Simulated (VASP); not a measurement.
# WSe2 (P-6m2) in VASP: a series of runs, part 2 of 2

VASP 6.6.1.

## 3. Single point, PBE+D3(BJ)

This run uses another cell than the first one, of the same volume but with other edges.

Contents of INCAR:

```
SYSTEM = WSe2
  PREC = Accurate
  ENCUT = 520
  EDIFF = 1E-7
  ISMEAR = 0
  SIGMA = 0.05
  LREAL = .False.
  LASPH = .True.
  NELM = 60
  ALGO = Normal
  ISIF = 2
  LWAVE = .False.
  LCHARG = .True.
  GGA = PE
  IVDW = 12
  LELF = .True.
  LVHAR = .True.
  NBANDS = 20
```

Contents of KPOINTS:

```
Automatic mesh
0
Gamma
  9 9 4
  0 0 0
```

Contents of POSCAR:

```
WSe2
1.0
    3.3795566996      0.0000000000      0.0000000000
   -1.6897783498      2.9267819554      0.0000000000
    0.0000000000      0.0000000000      6.5948669437
W Se
1 2
Direct
    0.0000000000      0.0000000000      0.0000000000
    0.3333333333      0.6666666667      0.2643480231
    0.3333333333      0.6666666667      0.7356519769
```

Potentials or basis: VASP PAW PBE potentials, release 64 (W_sv, Se).

Command:

```console
$ cat potpaw_PBE.64/W_sv/POTCAR potpaw_PBE.64/Se/POTCAR > POTCAR
$ mpirun -np 1 vasp_std > vasp.out
```

OUTCAR:

```text
SYSTEM = WSe2
   PREC = Accurate
   ENCUT = 520
   EDIFF = 1E-7
   ISMEAR = 0
   LREAL = .False.
   LASPH = .True.
   NELM = 60
   ISIF = 2
   GGA = PE
   IVDW = 12
 IVDW          = 12

 ion  position               nearest neighbor table
   1  0.000  0.000  0.000-   2 2.62   3 2.62   2 2.62   3 2.62   2 2.62   3 2.62
   2  0.333  0.667  0.264-   1 2.62   1 2.62   1 2.62
   3  0.333  0.667  0.736-   1 2.62   1 2.62   1 2.62

  LATTYP: Found a hexagonal cell.
 ALAT       =     3.3795566996
 C/A-ratio  =     1.9514000000

  Lattice vectors:

 A1 = (   3.3795566996,   0.0000000000,   0.0000000000)
 A2 = (  -1.6897783498,   2.9267819554,   0.0000000000)
 A3 = (   0.0000000000,   0.0000000000,   6.5948669437)

Analysis of symmetry for initial positions (statically):
=====================================================================
 Subroutine PRICEL returns:
 Original cell was already a primitive cell.

 Routine SETGRP: Setting up the symmetry group for a
 hexagonal supercell.

 Subroutine GETGRP returns: Found 12 space group operations
 (whereof 12 operations were pure point group operations)
 out of a pool of 24 trial point group operations.

The static configuration has the point symmetry D_3h.

Analysis of symmetry for dynamics (positions and initial velocities):
=====================================================================
 Subroutine PRICEL returns:
 Original cell was already a primitive cell.

 Routine SETGRP: Setting up the symmetry group for a
 hexagonal supercell.

 Subroutine GETGRP returns: Found 12 space group operations
 (whereof 12 operations were pure point group operations)
 out of a pool of 24 trial point group operations.

The dynamic configuration has the point symmetry D_3h.

 Subroutine INISYM returns: Found 12 space group operations
 (whereof 12 operations are pure point group operations),
 and found     1 'primitive' translations
[... 113 lines left out ...]
   EFERMI_NEDOS =   21; number of points for ismear=-14 and -15
   IALGO  =     38    algorithm
   IMIX   =      4    mixing-type and parameters
     AMIX     =   0.40;   BMIX     =  1.00
     AMIX_MAG =   1.60;   BMIX_MAG =  1.00
  volume/ion in A,a.u.               =      21.74       146.73
  Fermi-wavevector in a.u.,A,eV,Ry     =   1.204797  2.276736 19.749346  1.451536
  Thomas-Fermi vector in A             =   2.340512
   LORBIT       =      0    0 simple, 1 ext, 2 COOP (PROOUT), +10 PAW based schemes
   GGA     = PE    functional components
   LHFCALC =     F    Hartree Fock is set to
   AEXX    =    0.0000 exact exchange contribution
   IVDW    =    12    specifies the selected vdW correction
   LEPSILON=     F    determine dielectric tensor
   LRPA    =     F    only Hartree local field effects (RPA)
 non-spin polarized calculation
 Gauss-broadening in eV      SIGMA  =   0.05
  energy-cutoff  :      520.00
  volume of cell :       65.23
 maximum number of plane-waves:      1771
 NGX is ok and might be reduce to    28

 number of electron      25.9999998 magnetization

 Free energy of the ion-electron system (eV)
  ---------------------------------------------------
  ext. energy  EPLUGINS =         0.00000000
  ---------------------------------------------------
  free energy    TOTEN  =       -21.23921954 eV

  energy without entropy =      -21.23921954  energy(sigma->0) =      -21.23921954

 E-fermi :   5.9624     XC(G=0): -10.4139

 val. band max:        5.6572099148   @ k =   0.0000   0.0000   0.5000
 cond. band min:       6.4296689487   @ k =   0.2222   0.1111   0.0000
 fundamental gap:      0.7724590340
 Fermi energy:         5.9623981243

 k-point     1 :       0.0000    0.0000    0.0000
  band No.  band energies     occupation
      1     -68.9321      2.00000
      2     -33.1052      2.00000
      3     -33.0098      2.00000
      4     -33.0098      2.00000
      5      -9.2183      2.00000
      6      -7.7867      2.00000
[... 541 lines left out ...]
     19      11.5443      0.00000
     20      14.6825      0.00000

 [... further k-points ...]

------------------------ aborting loop because EDIFF is reached ----------------------------------------

 Edisp (eV)   -1.29643

 E8    (eV) :    -0.5778

  FORCE on cell =-STRESS in cart. coord.  units (eV):
  Direction    XX          YY          ZZ          XY          YZ          ZX
  --------------------------------------------------------------------------------------
  -------------------------------------------------------------------------------------
  Total      -3.97288    -3.97288    -2.72389     0.00000     0.00000     0.00000
  in kB     -97.57977   -97.57977   -66.90276     0.00000     0.00000     0.00000
  external pressure =      -87.35 kB  Pullay stress =        0.00 kB

 VOLUME and BASIS-vectors are now :
 -----------------------------------------------------------------------------
  energy-cutoff  :      520.00
  volume of cell :       65.23
      direct lattice vectors                 reciprocal lattice vectors
     3.379556700  0.000000000  0.000000000     0.295896796  0.170836095  0.000000000
    -1.689778350  2.926781955  0.000000000     0.000000000  0.341672190  0.000000000
     0.000000000  0.000000000  6.594866944     0.000000000  0.000000000  0.151633082

 POSITION                                       TOTAL-FORCE (eV/Angst)
 -----------------------------------------------------------------------------------
      0.00000      0.00000      0.00000         0.000000      0.000000      0.000000
     -0.00000      1.95119      1.74334        -0.000000      0.000000     -1.855929
     -0.00000      1.95119      4.85153        -0.000000      0.000000      1.855929
 -----------------------------------------------------------------------------------
    total drift:                                0.000000     -0.000000     -0.000000

  FREE ENERGIE OF THE ION-ELECTRON SYSTEM (eV)
  ---------------------------------------------------
  free  energy   TOTEN  =       -22.5356538457 eV

  energy  without entropy=      -22.5356538457  energy(sigma->0) =      -22.53565385
```

stdout:

```text
POSCAR found type information on POSCAR W Se
 POSCAR found :  2 types and       3 ions
 scaLAPACK will be used
 LDA part: xc-table for (Slater+PW92), standard interpolation
 POSCAR, INCAR and KPOINTS ok, starting setup
 FFT: planning ... GRIDC
 FFT: planning ... GRID_SOFT
 FFT: planning ... GRID
 WAVECAR not read
 entering main loop
```

Run time: 1.7 min. Hardware: 1 thread of Intel Xeon 8259CL, shared host; peak memory 0.22 GiB.

Results:

| Property | Result |
| --- | --- |
| Free energy | -22.5357 eV |
| Pressure | -8.7 GPa |
| Largest force | 1.856 eV/Å |
| Band gap on the k mesh | 0.77 eV (least direct gap 1.39 eV) |
| Dispersion energy per atom | -0.432 eV |

Forces in eV/Å, atoms in the order of the input:
```
W    0.000  0.000  0.000
Se   0.000  0.000 -1.856
Se   0.000  0.000  1.856
```

Stress tensor (GPa, compression positive):
```
-9.76  0.00  0.00
 0.00 -9.76  0.00
 0.00  0.00 -6.69
```

Caveat: the cell stands under tension; spin-orbit coupling is left out, which moves the levels of the heavy elements; an odd mesh through Γ misses points on the zone boundary, where band edges can lie; forces of over 1 eV/Å act on the atoms, so gaps and moduli don't describe the material at rest.

## 4. Single point, PBE+D3(BJ)

Contents of INCAR:

```
  ALGO = Normal
  EDIFF = 1E-6
  ENCUT = 520
  GGA = PE
  ISIF = 2
  ISMEAR = 0
  IVDW = 12
  LASPH = True
  LCHARG = False
  LREAL = False
  LWAVE = False
  NBANDS = 20
  NELM = 100
  PREC = Accurate
  SIGMA = 0.05
```

Contents of KPOINTS:

```
k-points
0
Gamma
  9 9 4
```

Contents of POSCAR:

```
WSe2
1.0
    3.1893814957      0.0000000000      0.0000000000
   -1.5946907479      2.7620853977      0.0000000000
    0.0000000000      0.0000000000      7.4047870187
W Se
1 2
Direct
    0.0000000000      0.0000000000      0.0000000000
    0.3333333333      0.6666666667      0.2405528385
    0.3333333333      0.6666666667      0.7594471615
```

Command:

```console
$ cat potpaw_PBE.64/W_sv/POTCAR potpaw_PBE.64/Se/POTCAR > POTCAR
$ mpirun -np 1 vasp_std > vasp.out
```

It took 60 s on 1 thread of Intel Xeon 8259CL, shared host; peak memory 0.21 GiB.

It converged, with:

```yaml
Free_energy: -22.7123 eV
Pressure: -0.8 GPa
Largest_force: 0.887 eV/Å
Band_gap_on_the_k_mesh: 1.06 eV (least direct gap 1.84 eV)
Dispersion_energy_per_atom: -0.433 eV
```

Forces on the atoms (eV/Å):
```
W    0.000  0.000  0.000
Se   0.000  0.000 -0.887
Se   0.000  0.000  0.887
```

Stress tensor (GPa, compression positive):
```
 3.42  0.00  0.00
 0.00  3.42  0.00
 0.00  0.00 -9.17
```

Levels at points of the mesh, in eV from the valence-band top:
```
           k point  band 9  band 10  band 11  band 12  band 13  band 14  band 15  band 16  band 17  band 18
(0.00, 0.00, 0.00)   -1.84    -1.84    -1.36    -0.67    -0.67     3.13     3.13     3.22     3.22     4.73
(0.00, 0.00, 0.50)   -1.83    -1.83    -0.68    -0.68    -0.61     3.16     3.16     3.20     3.20     5.83
```

Caveat: spin-orbit coupling is left out, which moves the levels of the heavy elements; an odd mesh through Γ misses points on the zone boundary, where band edges can lie.

## 5. Single point, PBE+D3(BJ)

This run uses another cell than the first one, of the same volume but with other edges.

Contents of INCAR:

```
SYSTEM = WSe2
PREC = Accurate ; ENCUT = 520
EDIFF = 1E-6 ; ISMEAR = 0
SIGMA = 0.05 ; LREAL = .FALSE.
LASPH = .TRUE. ; NELM = 60
ALGO = Normal ; ISIF = 2
LWAVE = .FALSE. ; LCHARG = .TRUE.
GGA = PE ; IVDW = 12
LELF = .TRUE. ; LVHAR = .TRUE.
NBANDS = 20
```

Contents of KPOINTS:

```
regular mesh
0
G
  9 9 4
  0 0 0
```

Contents of POSCAR:

```
WSe2
1.0
    3.2789854936      0.0000000000      0.0000000000
   -1.6394927468      2.8396847361      0.0000000000
    0.0000000000      0.0000000000      7.0056191088
W Se
1 2
Direct
    0.0000000000      0.0000000000      0.0000000000
    0.3333333333      0.6666666667      0.2643480231
    0.3333333333      0.6666666667      0.7356519769
```

Command:

```console
$ cat potpaw_PBE.64/W_sv/POTCAR potpaw_PBE.64/Se/POTCAR > POTCAR
$ mpirun -np 1 vasp_std > vasp.out
```

It took 55 s on 1 thread of Intel Xeon 8259CL, shared host; peak memory 0.21 GiB.

It converged, with:

```yaml
Free_energy: -22.4230 eV
Pressure: -10.6 GPa
Largest_force: 2.449 eV/Å
Band_gap_on_the_k_mesh: 0.73 eV (least direct gap 1.53 eV)
Dispersion_energy_per_atom: -0.431 eV
```

Forces on the atoms (eV/Å):
```
W    0.000  0.000  0.000
Se   0.000  0.000 -2.449
Se   0.000  0.000  2.449
```

Stress tensor (GPa, compression positive):
```
 -6.52   0.00   0.00
  0.00  -6.52   0.00
  0.00   0.00 -18.69
```

Levels at points of the mesh, in eV from the valence-band top:
| k point | band 9 | band 10 | band 11 | band 12 | band 13 | band 14 | band 15 | band 16 | band 17 | band 18 |
| --- | --- | --- | --- | --- | --- | --- | --- | --- | --- | --- |
| (0.00, 0.00, 0.00) | -1.68 | -1.50 | -1.47 | -0.65 | -0.65 | 2.50 | 2.50 | 2.83 | 2.83 | 4.25 |
| (0.00, 0.00, 0.50) | -1.66 | -1.66 | -0.71 | -0.71 | -0.38 | 2.64 | 2.64 | 2.74 | 2.74 | 5.38 |

Caveat: the cell stands under tension; spin-orbit coupling is left out, which moves the levels of the heavy elements; an odd mesh through Γ misses points on the zone boundary, where band edges can lie; forces of over 1 eV/Å act on the atoms, so gaps and moduli don't describe the material at rest.

## 6. Summary

| cell | gap on the mesh (eV) | pressure (GPa) | largest force (eV/Å) |
| --- | --- | --- | --- |
| a = 3.189, b = 3.189, c = 7.405 Å, angles 90.0, 90.0, 120.0°, 3 atoms, atomic positions A | 0.55 | -11.2 | 3.01 |
| a = 3.380, b = 3.380, c = 6.595 Å, angles 90.0, 90.0, 120.0°, 3 atoms, atomic positions A | 0.77 | -8.7 | 1.86 |
| a = 3.189, b = 3.189, c = 7.405 Å, angles 90.0, 90.0, 120.0°, 3 atoms, atomic positions B | 1.06 | -0.8 | 0.89 |
| a = 3.279, b = 3.279, c = 7.006 Å, angles 90.0, 90.0, 120.0°, 3 atoms, atomic positions A | 0.73 | -10.6 | 2.45 |

Alike in all rows: task single point; level PBE+D3(BJ); potentials or basis VASP PAW PBE potentials, release 64 (W_sv, Se); no spin polarisation; k mesh 9 × 9 × 4; cutoff (eV) 520; smearing gaussian 0.05 eV.

Caveats: spin-orbit coupling is left out, which moves the levels of the heavy elements; an odd mesh through Γ misses points on the zone boundary, where band edges can lie; the cell stands under tension (at least some runs); forces of over 1 eV/Å act on the atoms, so gaps and moduli don't describe the material at rest (at least some runs).

Absolute energies hang on the potentials; compare differences alone.
